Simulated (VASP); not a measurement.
# Sn (I4_1/amd) in VASP: single point with r2SCAN

Aim: the single point of Sn with r2SCAN.

All numbers are computed with VASP 6.6.1; they aren't measurements. Logs are shortened: lines on timing, memory, paths and dates and some standing lists are left out, and cuts for length are marked.

### Step 1. The cell of the first run

It takes space group I4_1/amd (No. 141, tetragonal). Conventional cell: a = 4.516 Å, b = 4.516 Å, c = 6.706 Å, α = 90.00°, β = 90.00°, γ = 90.00°. Sn (site symmetry -4m2) has 4 Sn at 2.81 Å within 3.7 Å.

### Step 2. Single point, r2SCAN

Contents of POSCAR:

```
Sn
1.0
    0.0000000000      3.1932424573      3.3529045801
    3.1932424573      0.0000000000      3.3529045801
    3.1932424573      3.1932424573      0.0000000000
Sn
2
Direct
    0.5000000000      0.5000000000      0.5000000000
    0.7500000000      0.7500000000      0.7500000000
```

Contents of INCAR.step1:

```
ALGO = Normal ; EDIFF = 1E-4
ENCUT = 520 ; GGA = PE
ISMEAR = 0 ; LASPH = T
LCHARG = F ; LREAL = F
LWAVE = T ; NBANDS = 21
NELM = 60 ; PREC = Accurate
SIGMA = 0.15
```

Contents of INCAR.step2:

```
ALGO = Normal ; EDIFF = 1E-6
ENCUT = 520 ; ISIF = 2
ISMEAR = 0 ; ISTART = 1
LASPH = T ; LCHARG = F
LMIXTAU = T ; LREAL = F
LWAVE = F ; METAGGA = R2SCAN
NBANDS = 21 ; NELM = 60
PREC = Accurate ; SIGMA = 0.15
```

Contents of KPOINTS:

```
k-points
0
Gamma
  10 10 10
```

Potentials or basis: VASP PAW PBE potentials, release 64 (Sn_d).

Run with:

```console
cat potpaw_PBE.64/Sn_d/POTCAR > POTCAR
cp INCAR.step1 INCAR
mpirun -np 1 vasp_std > vasp.out
cp INCAR.step2 INCAR
mpirun -np 1 vasp_std > vasp.out
```

OUTCAR:

```text
EDIFF = 1E-6
   ENCUT = 520
   ISIF = 2
   ISMEAR = 0
   ISTART = 1
   LASPH = T
   LREAL = F
   METAGGA = R2SCAN
   NELM = 60
   PREC = Accurate

 ion  position               nearest neighbor table
   1  0.500  0.500  0.500-   2 2.81   2 2.81   2 2.81   2 2.81
   2  0.750  0.750  0.750-   1 2.81   1 2.81   1 2.81   1 2.81

  LATTYP: Found a body centered tetragonal cell.
 ALAT       =     4.5159267911
 C/A-ratio  =     1.4849242405

  Lattice vectors:

 A1 = (  -3.1932424573,   0.0000000000,   3.3529045801)
 A2 = (   3.1932424573,   0.0000000000,   3.3529045801)
 A3 = (   0.0000000000,   3.1932424573,  -3.3529045801)

Analysis of symmetry for initial positions (statically):
=====================================================================
 Subroutine PRICEL returns:
 Original cell was already a primitive cell.

 Routine SETGRP: Setting up the symmetry group for a
 body centered tetragonal supercell.

 Subroutine GETGRP returns: Found 16 space group operations
 (whereof  8 operations were pure point group operations)
 out of a pool of 16 trial point group operations.

The static configuration has the point symmetry D_2d.
 The point group associated with its full space group is D_4h.

Analysis of symmetry for dynamics (positions and initial velocities):
=====================================================================
 Subroutine PRICEL returns:
 Original cell was already a primitive cell.

 Routine SETGRP: Setting up the symmetry group for a
 body centered tetragonal supercell.

 Subroutine GETGRP returns: Found 16 space group operations
 (whereof  8 operations were pure point group operations)
 out of a pool of 16 trial point group operations.

The dynamic configuration has the point symmetry D_2d.
 The point group associated with its full space group is D_4h.

 Subroutine INISYM returns: Found 16 space group operations
 (whereof  8 operations are pure point group operations),
 and found     1 'primitive' translations

----------------------------------------------------------------------------------------

                                     Primitive cell

  volume of cell :      68.3778

  direct lattice vectors                    reciprocal lattice vectors
     0.000000000  3.193242457  3.352904580    -0.156580656  0.156580656  0.149124435
     3.193242457  0.000000000  3.352904580     0.156580656 -0.156580656  0.149124435
     3.193242457  3.193242457  0.000000000     0.156580656  0.156580656 -0.149124435

  length of vectors
     4.630201563  4.630201563  4.515926791     0.266970225  0.266970225  0.266970225

  position of ions in fractional coordinates (direct lattice)
     0.500000000  0.500000000  0.500000000
     0.750000000  0.750000000  0.750000000

  ion indices of the primitive-cell ions
   primitive index   ion index
                 1           1
                 2           2

----------------------------------------------------------------------------------------

 KPOINTS: k-points

Automatic generation of k-mesh.
 Grid dimensions read from file:
 generate k-points for:   10   10   10

 Generating k-lattice:

  Cartesian coordinates                     Fractional coordinates (reciprocal lattice)
    -0.015658066  0.015658066  0.014912443     0.100000000 -0.000000000  0.000000000
     0.015658066 -0.015658066  0.014912443    -0.000000000  0.100000000  0.000000000
     0.015658066  0.015658066 -0.014912443     0.000000000  0.000000000  0.100000000

  Length of vectors
     0.026697022  0.026697022  0.026697022

  Shift w.r.t. Gamma in fractional coordinates (k-lattice)
     0.000000000  0.000000000  0.000000000

 Subroutine IBZKPT returns following result:
 ===========================================

 Found    102 irreducible k-points:

 Following reciprocal coordinates:
            Coordinates               Weight
  0.000000  0.000000  0.000000      1.000000
  0.100000 -0.000000  0.000000      8.000000
  0.200000 -0.000000  0.000000      8.000000
  0.300000  0.000000  0.000000      8.000000
  0.400000  0.000000  0.000000      8.000000
  0.500000 -0.000000  0.000000      4.000000
[... 16 lines left out ...]
  0.300000  0.300000  0.000000      2.000000
  0.400000  0.300000  0.000000      8.000000
 [... further k-points ...]
   k-points           NKPTS =    102   k-points in BZ     NKDIM =    102   number of bands    NBANDS=     21
   number of dos      NEDOS =    301   number of ions     NIONS =      2
   total plane-waves  NPLWV =  46656
   dimension x,y,z NGX =    36 NGY =   36 NGZ =   36
   dimension x,y,z NGXF=    72 NGYF=   72 NGZF=   72
   ions per type =               2
   NGX,Y,Z   is equivalent  to a cutoff of  12.93, 12.93, 13.25 a.u.
   NGXF,Y,Z  is equivalent  to a cutoff of  25.85, 25.85, 26.51 a.u.
 SYSTEM =  unknown system
   PREC   = accura    normal or accurate (medium, high low for compatibility)
   ISTART =      1    job   : 0-new  1-cont  2-samecut
   ICHARG =      0    charge: 1-file 2-atom 10-const
   ISPIN  =      1    spin polarized calculation?
   LNONCOLLINEAR =      F non collinear calculations
   LSORBIT =      F    spin-orbit coupling
   LASPH  =      T    aspherical Exc in radial PAW
   ENCUT  =  520.0 eV  38.22 Ry    6.18 a.u.   8.61  8.61  8.40*2*pi/ulx,y,z
   NELM   =     60;   NELMIN=  2; NELMDL=  0     # of ELM steps
   EDIFF  = 0.1E-05   stopping-criterion for ELM
   LREAL  =      F    real-space projection
   EDIFFG = 0.1E-04   stopping-criterion for IOM
   NSW    =      0    number of steps for IOM
   IBRION =     -1    ionic relax: 0-MD 1-quasi-New 2-CG
   NFREE  =      0    steps in history (QN), initial steepest desc. (CG)
   ISIF   =      2    stress and relaxation
   ISYM   =      2    0-nonsym 1-usesym 2-fastsym
   POTIM  = 0.5000    time-step for ionic-motion
   TEBEG  =    0.0;   TEEND  =   0.0 temperature during run
   PSTRESS=    0.0 pullay stress
   NELECT =      28.0000    total number of electrons
   NUPDOWN=      -1.0000    fix difference up-down
   EMIN   =  10.00;   EMAX   =-10.00  energy-range for DOS
   EFERMI =   0.00;   METHOD = LEGACY
   ISMEAR =     0;   SIGMA  =   0.15  broadening in eV -4-tet -1-fermi 0-gaus
   EFERMI_NEDOS =   21; number of points for ismear=-14 and -15
   IALGO  =     38    algorithm
   IMIX   =      4    mixing-type and parameters
     AMIX     =   0.40;   BMIX     =  1.00
     AMIX_MAG =   1.60;   BMIX_MAG =  1.00
  volume/ion in A,a.u.               =      34.19       230.72
  Fermi-wavevector in a.u.,A,eV,Ry     =   1.215689  2.297319 20.108049  1.477900
  Thomas-Fermi vector in A             =   2.351068
   LORBIT       =      0    0 simple, 1 ext, 2 COOP (PROOUT), +10 PAW based schemes
   METAGGA = R2SCAN    functional components
   LHFCALC =     F    Hartree Fock is set to
   AEXX    =    0.0000 exact exchange contribution
   IVDW    =     0    specifies the selected vdW correction
   LEPSILON=     F    determine dielectric tensor
   LRPA    =     F    only Hartree local field effects (RPA)
 non-spin polarized calculation
 Gauss-broadening in eV      SIGMA  =   0.15
  energy-cutoff  :      520.00
  volume of cell :       68.38
 maximum number of plane-waves:      1873
   NGX = 17   NGY = 17   NGZ = 17

 number of electron      27.9999995 magnetization

 Free energy of the ion-electron system (eV)
  ---------------------------------------------------
  ext. energy  EPLUGINS =         0.00000000
  ---------------------------------------------------
  free energy    TOTEN  =       -49.46900314 eV

  energy without entropy =      -49.46769711  energy(sigma->0) =      -49.46835012

 E-fermi :   5.6179     XC(G=0):  -9.5906

 val. band max:        5.4987626383   @ k =  -0.1000   0.1000   0.0000
 cond. band min:       5.6775131875   @ k =   0.5000  -0.0000   0.0000
 fundamental gap:      0.1787505492
 Fermi energy:         5.6179062249

 k-point     1 :       0.0000    0.0000    0.0000
  band No.  band energies     occupation
      1     -16.8355      2.00000
      2     -16.8354      2.00000
      3     -16.8148      2.00000
      4     -16.7661      2.00000
      5     -16.7582      2.00000
      6     -16.4601      2.00000
[... 13 lines left out ...]
     20      13.3704      0.00000
     21      13.8251      0.00000

 k-point     2 :       0.1000   -0.0000    0.0000
  band No.  band energies     occupation
      1     -16.8434      2.00000
      2     -16.8360      2.00000
      3     -16.8205      2.00000
      4     -16.7535      2.00000
      5     -16.7478      2.00000
      6     -16.4669      2.00000
[... 13 lines left out ...]
     20      12.7820      0.00000
     21      13.4270      0.00000

 k-point     3 :       0.2000   -0.0000    0.0000
  band No.  band energies     occupation
      1     -16.8576      2.00000
      2     -16.8431      2.00000
      3     -16.8199      2.00000
      4     -16.7307      2.00000
      5     -16.7277      2.00000
      6     -16.4805      2.00000
[... 13 lines left out ...]
     20      12.6411      0.00000
     21      12.8970      0.00000

 k-point     4 :       0.3000    0.0000    0.0000
  band No.  band energies     occupation
      1     -16.8691      2.00000
      2     -16.8507      2.00000
      3     -16.8127      2.00000
      4     -16.7111      2.00000
      5     -16.7104      2.00000
      6     -16.4923      2.00000
[... 13 lines left out ...]
     20      13.0244      0.00000
     21      13.0528      0.00000

 k-point     5 :       0.4000    0.0000    0.0000
  band No.  band energies     occupation
      1     -16.8758      2.00000
      2     -16.8545      2.00000
      3     -16.8060      2.00000
      4     -16.7005      2.00000
      5     -16.6996      2.00000
      6     -16.4990      2.00000
[... 13 lines left out ...]
     20      13.8231      0.00000
     21      14.1170      0.00000
[... 382 lines left out ...]
     20      13.5344      0.00000
     21      14.9697      0.00000

 k-point    22 :      -0.2000    0.2000    0.0000
  band No.  band energies     occupation
      1     -16.8808      2.00000
      2     -16.8619      2.00000
      3     -16.7843      2.00000
      4     -16.7148      2.00000
      5     -16.6792      2.00000
      6     -16.5278      2.00000
[... 13 lines left out ...]
     20      13.6296      0.00000
     21      14.3077      0.00000

 k-point    23 :       0.3000    0.3000    0.0000
  band No.  band energies     occupation
      1     -16.8779      2.00000
      2     -16.8779      2.00000
      3     -16.8299      2.00000
      4     -16.6895      2.00000
      5     -16.6271      2.00000
      6     -16.6147      2.00000
[... 13 lines left out ...]
     20      14.5985      0.00000
     21      15.2245      0.00000

 k-point    24 :       0.4000    0.3000    0.0000
  band No.  band energies     occupation
      1     -16.8905      2.00000
      2     -16.8859      2.00000
      3     -16.8092      2.00000
      4     -16.6676      2.00000
      5     -16.6546      2.00000
      6     -16.5868      2.00000
[... 13 lines left out ...]
     20      15.0709      0.00000
     21      15.5510      0.00000

 [... further k-points ...]

------------------------ aborting loop because EDIFF is reached ----------------------------------------

  FORCE on cell =-STRESS in cart. coord.  units (eV):
  Direction    XX          YY          ZZ          XY          YZ          ZX
  --------------------------------------------------------------------------------------
  -------------------------------------------------------------------------------------
  Total        0.9375498      0.9375498      0.1300023      0.0000000      0.0000000     -0.0000000
  in kB       21.9679702     21.9679702      3.0461184      0.0000000      0.0000000     -0.0000000
  external PRESSURE =      15.6606863 kB  Pullay stress =       0.0000000 kB

 VOLUME and BASIS-vectors are now :
 -----------------------------------------------------------------------------
  energy-cutoff  :      520.00
  volume of cell :       68.38
      direct lattice vectors                 reciprocal lattice vectors
     0.000000000  3.193242457  3.352904580    -0.156580656  0.156580656  0.149124435
     3.193242457  0.000000000  3.352904580     0.156580656 -0.156580656  0.149124435
     3.193242457  3.193242457  0.000000000     0.156580656  0.156580656 -0.149124435

 POSITION                                       TOTAL-FORCE (eV/Angst)
 -----------------------------------------------------------------------------------
      3.19324      3.19324      3.35290        -0.000000     -0.000000     -0.000000
      4.78986      4.78986      5.02936         0.000000      0.000000      0.000000
 -----------------------------------------------------------------------------------
    total drift:                                0.000000      0.000000      0.000000

  FREE ENERGIE OF THE ION-ELECTRON SYSTEM (eV)
  ---------------------------------------------------
  free  energy   TOTEN  =       -49.4690031399 eV

  energy  without entropy=      -49.4676971058  energy(sigma->0) =      -49.46835012
```

Run time: 3.4 min. Hardware: 1 thread of Intel Xeon Platinum 8559C (Emerald Rapids), shared host; peak memory 0.28 GiB.

Results:

```
Free energy            : -49.4690 eV
Pressure               : 1.6 GPa
Band gap on the k mesh : zero (band 14 reaches 5.70 eV, above the bottom of band 15 at 5.68 eV)
```

Caveat: the PAW data sets were made with another functional, which shifts forces and pressure a little; spin-orbit coupling is left out, which moves the levels of the heavy elements.
